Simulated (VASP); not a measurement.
# LiH (Pm-3m) in VASP: further runs, part 2 of 2

VASP 6.6.1. The steps go on from the part before.

## (3) Dielectric tensor, PBE

This run uses another cell than the first one, of 7.83 Å³/atom, 1.012 times its volume.

File INCAR:

```
SYSTEM = LiH
ALGO     = Normal         ! electronic algorithm
EDIFF    = 1E-8           ! SCF threshold, eV
ENCUT    = 520            ! plane-wave cutoff, eV
GGA      = PE             ! functional
ISIF     = 2              ! what is computed and relaxed
ISMEAR   = 0              ! smearing method
LASPH    = .TRUE.         ! aspherical terms in the spheres
LCHARG   = .FALSE.        ! write CHGCAR
LEPSILON = .TRUE.         ! dielectric tensor by DFPT
LREAL    = .FALSE.        ! projectors in reciprocal space
LWAVE    = .FALSE.        ! write WAVECAR
NELM     = 100            ! most SCF steps
PREC     = Accurate       ! precision mode
SIGMA    = 0.01           ! smearing width, eV
```

File KPOINTS:

```
k-points
0
G
  8 8 8
  0 0 0
```

File POSCAR:

```
LiH
1.0
    2.5016587118      0.0000000000      0.0000000000
    0.0000000000      2.5016587118      0.0000000000
    0.0000000000      0.0000000000      2.5016587118
Li H
1 1
Direct
    0.0000000000      0.0000000000      0.0000000000
    0.5000000000      0.5000000000      0.5000000000
```

Potentials or basis: VASP PAW PBE potentials, release 64 (Li_sv, H).

Launch:

```
$ cat potpaw_PBE.64/Li_sv/POTCAR potpaw_PBE.64/H/POTCAR > POTCAR
$ mpirun -np 1 vasp_std > vasp.out
```

OUTCAR:

```text
SYSTEM = LiH
   EDIFF = 1E-8
   ENCUT = 520
   GGA = PE
   ISIF = 2
   ISMEAR = 0
   LASPH = .TRUE.
   LEPSILON = .TRUE.
   LREAL = .FALSE.
   NELM = 100
   PREC = Accurate

 ion  position               nearest neighbor table
   1  0.000  0.000  0.000-
   2  0.500  0.500  0.500-

  LATTYP: Found a simple cubic cell.
 ALAT       =     2.5016587118

  Lattice vectors:

 A1 = (   2.5016587118,   0.0000000000,   0.0000000000)
 A2 = (   0.0000000000,   2.5016587118,   0.0000000000)
 A3 = (   0.0000000000,   0.0000000000,   2.5016587118)

Analysis of symmetry for initial positions (statically):
=====================================================================
 Subroutine PRICEL returns:
 Original cell was already a primitive cell.

 Routine SETGRP: Setting up the symmetry group for a
 simple cubic supercell.

 Subroutine GETGRP returns: Found 48 space group operations
 (whereof 48 operations were pure point group operations)
 out of a pool of 48 trial point group operations.

The static configuration has the point symmetry O_h .

Analysis of symmetry for dynamics (positions and initial velocities):
=====================================================================
 Subroutine PRICEL returns:
 Original cell was already a primitive cell.

 Routine SETGRP: Setting up the symmetry group for a
 simple cubic supercell.

 Subroutine GETGRP returns: Found 48 space group operations
 (whereof 48 operations were pure point group operations)
 out of a pool of 48 trial point group operations.

The dynamic configuration has the point symmetry O_h .

 Subroutine INISYM returns: Found 48 space group operations
 (whereof 48 operations are pure point group operations),
 and found     1 'primitive' translations
[... 390 lines left out ...]

  energy  without entropy=       -5.6585371696  energy(sigma->0) =       -5.65853717

 HEAD OF MICROSCOPIC STATIC DIELECTRIC TENSOR (INDEPENDENT PARTICLE, excluding Hartree and local field effects)
 ------------------------------------------------------
           4.923677    -0.000000     0.000000
          -0.000000     4.923677    -0.000000
           0.000000    -0.000000     4.923677
 ------------------------------------------------------

 Free energy of the ion-electron system (eV)
  ---------------------------------------------------
  ---------------------------------------------------
  free energy    TOTEN  =        -0.18930037 eV

  energy without entropy =       -0.18930037

------------------------ aborting loop because EDIFF is reached ----------------------------------------

--------------------------------------- Ionic step        2  -------------------------------------------

------------------------ aborting loop because EDIFF is reached ----------------------------------------

--------------------------------------- Ionic step        3  -------------------------------------------

 Free energy of the ion-electron system (eV)
  ---------------------------------------------------
  ---------------------------------------------------
  free energy    TOTEN  =        -0.18930029 eV

  energy without entropy =       -0.18930029

------------------------ aborting loop because EDIFF is reached ----------------------------------------

 PIEZOELECTRIC TENSOR FIELD DIRECTION 3  (e Angst)
 -----------------------------------------------------------------------------
    -0.00012  0.00000 -0.00000           (  0.00001  0.00000 -0.00000)
     0.00000 -0.00012  0.00000           (  0.00000  0.00001  0.00000)
    -0.00000  0.00000  0.00084           ( -0.00000  0.00000  0.00001)

 PIEZOELECTRIC TENSOR FIELD DIRECTION 3  (C/m^2)
 -----------------------------------------------------------------------------
    -0.00012  0.00000 -0.00000
     0.00000 -0.00012  0.00000
    -0.00000  0.00000  0.00086

 MACROSCOPIC STATIC DIELECTRIC TENSOR (including local field effects in DFT)
 ------------------------------------------------------
           4.806572     0.000000     0.000000
           0.000000     4.806572    -0.000000
           0.000000     0.000000     4.806572
 ------------------------------------------------------

 PIEZOELECTRIC TENSOR (including local field effects)  for field in x, y, z        (e  Angst)
          XX          YY          ZZ          XY          YZ          ZX
  --------------------------------------------------------------------------------
  x     0.00000     0.00000     0.00000     0.00000     0.00000     0.00000
  y     0.00000     0.00000     0.00000     0.00000     0.00000     0.00000
  z     0.00000     0.00000     0.00000     0.00000     0.00000     0.00000

 PIEZOELECTRIC TENSOR (including local field effects)  for field in x, y, z        (C/m^2)
          XX          YY          ZZ          XY          YZ          ZX
  --------------------------------------------------------------------------------
  x     0.00000     0.00000     0.00000     0.00000     0.00000     0.00000
  y     0.00000     0.00000     0.00000     0.00000     0.00000     0.00000
  z     0.00000     0.00000     0.00000     0.00000     0.00000     0.00000

 BORN EFFECTIVE CHARGES (including local field effects) (in |e|, cummulative output)
 ---------------------------------------------------------------------------------
 ion    1
    1     1.11551     0.00000    -0.00000
    2     0.00000     1.11551    -0.00000
    3    -0.00000    -0.00000     1.11551
 ion    2
    1    -1.11551    -0.00000     0.00000
    2     0.00000    -1.11551     0.00000
    3     0.00000     0.00000    -1.11551
```

OSZICAR:

```text
N       E                     dE             d eps       ncg     rms          rms(c)
DAV:   1    -0.250380659172E+01   -0.25038E+01   -0.14437E+03   432   0.601E+02
DAV:   2    -0.585690117226E+01   -0.33531E+01   -0.32876E+01   552   0.578E+01
DAV:   3    -0.592397317742E+01   -0.67072E-01   -0.67072E-01   534   0.715E+00
[... 12 lines left out ...]
RMM:   5    -0.189159603690E+00   -0.17337E-02   -0.52231E-04  1797   0.115E-01    0.110E-02
RMM:   6    -0.189334563264E+00   -0.17496E-03    0.10943E-03  1739   0.275E-02    0.110E-03
RMM:   7    -0.189299426563E+00    0.35137E-04    0.10581E-04  1905   0.692E-03    0.390E-04
RMM:   8    -0.189298997261E+00    0.42930E-06   -0.21059E-05  1902   0.254E-03    0.387E-05
RMM:   9    -0.189300777586E+00   -0.17803E-05   -0.32591E-06  1854   0.716E-04    0.159E-05
RMM:  10    -0.189300292008E+00    0.48558E-06   -0.24741E-06  1583   0.220E-04    0.390E-06
```

stdout:

```text
POSCAR found type information on POSCAR LiH
 POSCAR found :  2 types and       2 ions
 scaLAPACK will be used
 LDA part: xc-table for (Slater+PW92), standard interpolation
 POSCAR, INCAR and KPOINTS ok, starting setup
 FFT: planning ... GRIDC
 FFT: planning ... GRID_SOFT
 FFT: planning ... GRID
 WAVECAR not read
 entering main loop
 Linear response reoptimize wavefunctions to high precision
 Linear response G [H, r] |phi>, progress :
  Direction:   1
 Linear response G [H, r] |phi>, progress :
  Direction:   2
 Linear response G [H, r] |phi>, progress :
  Direction:   3
 Linear response to external field (no local field effect), progress :
  Direction:   1
 dielectric tensor                  component  1 :     9.567    -0.401    -0.048
 Linear response to external field (no local field effect), progress :
  Direction:   2
 dielectric tensor                  component  2 :    -0.401     3.833     0.132
 Linear response to external field (no local field effect), progress :
  Direction:   3
 dielectric tensor                  component  3 :    -0.048     0.132     1.370
 Linear response to external field, progress :
  Direction:   1
 dielectric tensor                  component  1 :     4.807    -0.218     0.010
 Linear response to external field, progress :
  Direction:   2
 dielectric tensor                  component  2 :    -0.218     4.807     0.010
 Linear response to external field, progress :
  Direction:   3
 dielectric tensor                  component  3 :    -0.058    -0.150     4.807
 Born effective charges drift removed
```

Wall time 66 s (1 thread of AMD EPYC 7R43 (Zen 3), shared host); peak memory 0.1 GiB.

Results:

```
Band gap on the k mesh                  : 0.73 eV, indirect (least direct gap 4.21 eV)
Electronic dielectric tensor (diagonal) : 4.81
Born charges (mean of the diagonal)     : Li +1.12; H -1.12 e
```

Electronic dielectric tensor:
```
4.81 0.00 0.00
0.00 4.81 0.00
0.00 0.00 4.81
```

Born effective charge tensors (e):
atom 1, Li
```
1.12 0.00 0.00
0.00 1.12 0.00
0.00 0.00 1.12
```
atom 2, H
```
-1.12  0.00  0.00
 0.00 -1.12  0.00
 0.00  0.00 -1.12
```

Caveat: the cutoff is under 1.25 times the usual one of these potentials, so pressure, stress and relaxed cells hold a basis-set (Pulay) error. A k mesh can miss the band edges.
